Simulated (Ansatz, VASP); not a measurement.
**AlN in VASP and in Ansatz**

```
CELL_PARAMETERS angstrom
3.24210 0.00000 0.00000
-1.62105 2.80774 0.00000
0.00000 0.00000 4.01700
ATOMIC_POSITIONS crystal
Al 0.33333 0.66667 0.75000
Al 0.66667 0.33333 0.25000
N 0.33333 0.66667 0.25000
N 0.66667 0.33333 0.75000
```

Alike in both runs: task single point; functional PBEsol; k mesh 9 × 9 × 6; occupations gaussian, width 0.05 eV; no spin polarisation.

```csv
,VASP,Ansatz
version,VASP 6.6.1,Ansatz 0.2.0
potentials or method,"VASP PAW PBE potentials, release 64 (Al, N), cutoff 520 eV","scalar-relativistic, plane waves, PAW"
valence electrons in the cell,16,16
```

```csv
,VASP,Ansatz,Ansatz less VASP
gap on the k mesh at the Fermi level (eV),3.84,3.83,-0.015
least direct gap on the mesh (eV),3.84,3.83,-0.015
pressure (GPa),16.1,16.1,-0.01
"traceless stress, the component that is largest in VASP (GPa)",0.72,0.77,+0.049
```

VASP's potentials were made for PBE, not for PBEsol. With one functional, cell and mesh, what is left measures potentials, basis and numerics.
